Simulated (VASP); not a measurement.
# SrCl2 (Fm-3m) in VASP: further runs, part 2 of 3

VASP 6.6.1. The steps go on from the part before.

## (4) Relaxation of cell and atoms, PBEsol, target pressure 1 GPa, at which the enthalpy is minimised

This run uses another cell than the first one, of 27.50 Å³/atom, 1.049 times its volume.

INCAR

```
PREC = Accurate ; ENCUT = 600
EDIFF = 1E-7 ; ISMEAR = 0
SIGMA = 0.01 ; LREAL = F
LASPH = T ; NELM = 80
ALGO = Normal ; ISIF = 3
LWAVE = F ; LCHARG = F
GGA = PS ; IBRION = 2
NSW = 100 ; EDIFFG = -0.002
PSTRESS = 10.0
```

KPOINTS

```
regular mesh
0
Gamma
  6 6 6
```

POSCAR

```
SrCl2
1.0
    0.0000000000      3.4553207776      3.4553207776
    3.4553207776      0.0000000000      3.4553207776
    3.4553207776      3.4553207776      0.0000000000
Sr Cl
1 2
Direct
    0.0000000000      0.0000000000      0.0000000000
    0.2500000000      0.2500000000      0.2500000000
    0.7500000000      0.7500000000      0.7500000000
```

Potentials or basis: VASP PAW PBE potentials, release 64 (Sr_sv, Cl).

Run with:

```console
$ cat potpaw_PBE.64/Sr_sv/POTCAR potpaw_PBE.64/Cl/POTCAR > POTCAR
$ mpirun -np 1 vasp_std > vasp.out
```

OUTCAR:

```text
PREC = Accurate
   ENCUT = 600
   EDIFF = 1E-7
   ISMEAR = 0
   LREAL = F
   LASPH = T
   NELM = 80
   ISIF = 3
   GGA = PS
   IBRION = 2
   NSW = 100
   EDIFFG = -0.002
   PSTRESS = 10.0

 ion  position               nearest neighbor table
   1  0.000  0.000  0.000-   3 2.99   3 2.99   3 2.99   2 2.99   2 2.99   2 2.99   3 2.99   2 2.99

   2  0.250  0.250  0.250-   1 2.99   1 2.99   1 2.99   1 2.99
   3  0.750  0.750  0.750-   1 2.99   1 2.99   1 2.99   1 2.99

  LATTYP: Found a face centered cubic cell.
 ALAT       =     6.9106415552

  Lattice vectors:

 A1 = (   0.0000000000,   3.4553207776,   3.4553207776)
 A2 = (   3.4553207776,   0.0000000000,   3.4553207776)
 A3 = (   3.4553207776,   3.4553207776,   0.0000000000)

Analysis of symmetry for initial positions (statically):
=====================================================================
 Subroutine PRICEL returns:
 Original cell was already a primitive cell.

 Routine SETGRP: Setting up the symmetry group for a
 face centered cubic supercell.

 Subroutine GETGRP returns: Found 48 space group operations
 (whereof 48 operations were pure point group operations)
 out of a pool of 48 trial point group operations.

The static configuration has the point symmetry O_h .

Analysis of symmetry for dynamics (positions and initial velocities):
=====================================================================
 Subroutine PRICEL returns:
 Original cell was already a primitive cell.

 Routine SETGRP: Setting up the symmetry group for a
 face centered cubic supercell.

 Subroutine GETGRP returns: Found 48 space group operations
 (whereof 48 operations were pure point group operations)
 out of a pool of 48 trial point group operations.

The dynamic configuration has the point symmetry O_h .

 Subroutine INISYM returns: Found 48 space group operations
 (whereof 48 operations are pure point group operations),
 and found     1 'primitive' translations

----------------------------------------------------------------------------------------

                                     Primitive cell

  volume of cell :      82.5078

  direct lattice vectors                    reciprocal lattice vectors
     0.000000000  3.455320778  3.455320778    -0.144704365  0.144704365  0.144704365
     3.455320778  0.000000000  3.455320778     0.144704365 -0.144704365  0.144704365
     3.455320778  3.455320778  0.000000000     0.144704365  0.144704365 -0.144704365

  length of vectors
     4.886561506  4.886561506  4.886561506     0.250635313  0.250635313  0.250635313

  position of ions in fractional coordinates (direct lattice)
     0.000000000  0.000000000  0.000000000
     0.250000000  0.250000000  0.250000000
     0.750000000  0.750000000  0.750000000

  ion indices of the primitive-cell ions
   primitive index   ion index
                 1           1
                 2           2
                 3           3

----------------------------------------------------------------------------------------

 KPOINTS: regular mesh

Automatic generation of k-mesh.
 Grid dimensions read from file:
 generate k-points for:    6    6    6

 Generating k-lattice:

  Cartesian coordinates                     Fractional coordinates (reciprocal lattice)
    -0.024117394  0.024117394  0.024117394     0.166666667  0.000000000  0.000000000
     0.024117394 -0.024117394  0.024117394     0.000000000  0.166666667  0.000000000
     0.024117394  0.024117394 -0.024117394     0.000000000  0.000000000  0.166666667

  Length of vectors
     0.041772552  0.041772552  0.041772552

  Shift w.r.t. Gamma in fractional coordinates (k-lattice)
     0.000000000  0.000000000  0.000000000

 Subroutine IBZKPT returns following result:
 ===========================================

 Found     16 irreducible k-points:

 Following reciprocal coordinates:
            Coordinates               Weight
  0.000000  0.000000  0.000000      1.000000
  0.166667  0.000000  0.000000      8.000000
  0.333333  0.000000  0.000000      8.000000
  0.500000  0.000000  0.000000      4.000000
  0.166667  0.166667  0.000000      6.000000
  0.333333  0.166667  0.000000     24.000000
[... 8 lines left out ...]
 -0.333333  0.333333  0.166667     24.000000
 -0.333333  0.500000  0.166667     12.000000
   k-points           NKPTS =     16   k-points in BZ     NKDIM =     16   number of bands    NBANDS=     16
   number of dos      NEDOS =    301   number of ions     NIONS =      3
   total plane-waves  NPLWV =  64000
   dimension x,y,z NGX =    40 NGY =   40 NGZ =   40
   dimension x,y,z NGXF=    80 NGYF=   80 NGZF=   80
   ions per type =               1   2
   NGX,Y,Z   is equivalent  to a cutoff of  13.61, 13.61, 13.61 a.u.
   NGXF,Y,Z  is equivalent  to a cutoff of  27.22, 27.22, 27.22 a.u.
 SYSTEM =  unknown system
   PREC   = accura    normal or accurate (medium, high low for compatibility)
   ISTART =      0    job   : 0-new  1-cont  2-samecut
   ICHARG =      2    charge: 1-file 2-atom 10-const
   ISPIN  =      1    spin polarized calculation?
   LNONCOLLINEAR =      F non collinear calculations
   LSORBIT =      F    spin-orbit coupling
   LASPH  =      T    aspherical Exc in radial PAW
   ENCUT  =  600.0 eV  44.10 Ry    6.64 a.u.   9.76  9.76  9.76*2*pi/ulx,y,z
   NELM   =     80;   NELMIN=  2; NELMDL= -5     # of ELM steps
   EDIFF  = 0.1E-06   stopping-criterion for ELM
   LREAL  =      F    real-space projection
   EDIFFG = -.2E-02   stopping-criterion for IOM
   NSW    =    100    number of steps for IOM
   IBRION =      2    ionic relax: 0-MD 1-quasi-New 2-CG
   NFREE  =      1    steps in history (QN), initial steepest desc. (CG)
   ISIF   =      3    stress and relaxation
   ISYM   =      2    0-nonsym 1-usesym 2-fastsym
   POTIM  = 0.5000    time-step for ionic-motion
   TEBEG  =    0.0;   TEEND  =   0.0 temperature during run
   PSTRESS=   10.0 pullay stress
   NELECT =      24.0000    total number of electrons
   NUPDOWN=      -1.0000    fix difference up-down
   EMIN   =  10.00;   EMAX   =-10.00  energy-range for DOS
   EFERMI =   0.00;   METHOD = LEGACY
   ISMEAR =     0;   SIGMA  =   0.01  broadening in eV -4-tet -1-fermi 0-gaus
   EFERMI_NEDOS =   21; number of points for ismear=-14 and -15
   IALGO  =     38    algorithm
   IMIX   =      4    mixing-type and parameters
     AMIX     =   0.40;   BMIX     =  1.00
     AMIX_MAG =   1.60;   BMIX_MAG =  1.00
  volume/ion in A,a.u.               =      27.50       185.60
  Fermi-wavevector in a.u.,A,eV,Ry     =   1.084710  2.049804 16.008550  1.176595
  Thomas-Fermi vector in A             =   2.220806
   LORBIT       =      0    0 simple, 1 ext, 2 COOP (PROOUT), +10 PAW based schemes
   GGA     = PS    functional components
   LHFCALC =     F    Hartree Fock is set to
   AEXX    =    0.0000 exact exchange contribution
   IVDW    =     0    specifies the selected vdW correction
   LEPSILON=     F    determine dielectric tensor
   LRPA    =     F    only Hartree local field effects (RPA)
 conjugate gradient relaxation of ions
 non-spin polarized calculation
 Gauss-broadening in eV      SIGMA  =   0.01
  energy-cutoff  :      600.00
  volume of cell :       82.51
 maximum number of plane-waves:      2778
   NGX = 19   NGY = 19   NGZ = 19

--------------------------------------- Ionic step        1  -------------------------------------------

 number of electron      24.0000003 magnetization

 Free energy of the ion-electron system (eV)
  ---------------------------------------------------
  ext. energy  EPLUGINS =         0.00000000
  ---------------------------------------------------
  free energy    TOTEN  =       -13.34281211 eV

  energy without entropy =      -13.34281211  energy(sigma->0) =      -13.34281211

------------------------ aborting loop because EDIFF is reached ----------------------------------------

  FORCE on cell =-STRESS in cart. coord.  units (eV):
  Direction    XX          YY          ZZ          XY          YZ          ZX
  --------------------------------------------------------------------------------------
  -------------------------------------------------------------------------------------
  Total        0.0682076      0.0682076      0.0682076      0.0000000     -0.0000000      0.0000000
  in kB        1.3244892      1.3244892      1.3244892      0.0000000     -0.0000000      0.0000000
  external PRESSURE =      -8.6755108 kB  Pullay stress =      10.0000000 kB
[... 63 lines left out ...]
  enthalpy is  TOTEN    =       -12.8326427138 eV   P V=        0.5039533393

--------------------------------------- Ionic step        3  -------------------------------------------

 number of electron      24.0000000 magnetization

 Free energy of the ion-electron system (eV)
  ---------------------------------------------------
  ext. energy  EPLUGINS =         0.00000000
  ---------------------------------------------------
  free energy    TOTEN  =       -13.33675250 eV

  energy without entropy =      -13.33675250  energy(sigma->0) =      -13.33675250

 E-fermi :   0.5115     XC(G=0):  -8.7146

 val. band max:        0.4206658923   @ k =   0.5000   0.5000   0.0000
 cond. band min:       5.7379850989   @ k =   0.0000   0.0000   0.0000
 fundamental gap:      5.3173192066
 Fermi energy:         0.5114805104

 k-point     1 :       0.0000    0.0000    0.0000
  band No.  band energies     occupation
      1     -32.2242      2.00000
      2     -14.2650      2.00000
      3     -14.2650      2.00000
      4     -14.2650      2.00000
      5     -13.0390      2.00000
      6     -12.0627      2.00000
[... 8 lines left out ...]
     15       6.3607      0.00000
     16       9.3757      0.00000
[... 313 lines left out ...]
  FREE ENERGIE OF THE ION-ELECTRON SYSTEM (eV)
  ---------------------------------------------------
  free  energy   TOTEN  =       -13.3367525020 eV

  energy  without entropy=      -13.3367525020  energy(sigma->0) =      -13.33675250

  enthalpy is  TOTEN    =       -12.8326436983 eV   P V=        0.5041088037

 reached required accuracy - stopping structural energy minimisation
```

OSZICAR:

```text
N       E                     dE             d eps       ncg     rms          rms(c)
DAV:   1     0.159199548662E+03    0.15920E+03   -0.12469E+04   512   0.150E+03
DAV:   2    -0.375983131742E+01   -0.16296E+03   -0.15806E+03   688   0.266E+02
DAV:   3    -0.132498880681E+02   -0.94901E+01   -0.94830E+01   664   0.668E+01
[... 26 lines left out ...]
DAV:   2    -0.133367556604E+02    0.10291E-04   -0.26798E-05   608   0.345E-02    0.930E-03
DAV:   3    -0.133367533751E+02    0.22853E-05   -0.72172E-06   896   0.168E-02    0.743E-03
DAV:   4    -0.133367529551E+02    0.42003E-06   -0.49850E-07   856   0.421E-03    0.496E-03
DAV:   5    -0.133367525283E+02    0.42679E-06   -0.29732E-07   744   0.287E-03    0.750E-04
DAV:   6    -0.133367525020E+02    0.26258E-07   -0.13189E-08   304   0.952E-04
   3 F= -.12832644E+02 E0= -.12832644E+02  d E =-.480467E-02
```

Run time: 80 s. Hardware: 1 thread of Intel Xeon 6975P-C, shared host; peak memory 0.25 GiB.

What came out:

```yaml
Free_energy: -13.3368 eV
Relaxed_volume: 26.92 Å³/atom
Relaxed_cell: a = 4.852 Å, b = 4.852 Å, c = 4.852 Å, α = 60.00°, β = 60.00°, γ = 60.00°
Space_group_after_relaxing_to_0.05_Å: Fm-3m (No. 225)
Energy_change_on_relaxing_the_enthalpy_is_what_falls: +2.0 meV/atom
Ionic_steps: 3
Pressure_after_relaxing: 1.0 GPa
Band_gap_on_the_k_mesh: 5.32 eV, indirect (the least direct gap lies 4.2 meV higher)
```

The path:
```tsv
step	energy change (eV)	largest force (eV/Å)	pressure (GPa)	volume (Å³)
1	0.0000	0.0000	0.13	82.51
2	0.0062	0.0000	1.01	80.74
3	0.0061	0.0000	1.00	80.77
```

Final structure:
```cif
data_structure
_symmetry_space_group_name_H-M 'P 1'
_symmetry_Int_Tables_number 1
_cell_length_a 4.8520
_cell_length_b 4.8520
_cell_length_c 4.8520
_cell_angle_alpha 60.000
_cell_angle_beta 60.000
_cell_angle_gamma 60.000
_cell_volume 80.77
loop_
_atom_site_label
_atom_site_type_symbol
_atom_site_fract_x
_atom_site_fract_y
_atom_site_fract_z
_atom_site_occupancy
Sr1 Sr 0.00000 0.00000 0.00000 1
Cl1 Cl 0.25000 0.25000 0.25000 1
Cl2 Cl 0.75000 0.75000 0.75000 1
```

Levels at points of the mesh, in eV from the valence-band top:
```tsv
k point	band 10	band 11	band 12	band 13	band 14	band 15
(0.00, 0.00, 0.00)	-0.36	-0.36	-0.36	5.32	5.94	5.94
(0.50, 0.00, 0.00)	-1.44	-1.14	-1.14	6.64	6.64	7.58
(0.50, 0.50, 0.00)	-0.45	-0.45	0.00	5.32	7.05	7.63
```

Caveat: the cell is relaxed towards a set pressure, so the enthalpy falls and the energy may rise; the PAW data sets were made with another functional, which shifts forces and pressure a little.

(Part 2 of 3 ends here.)
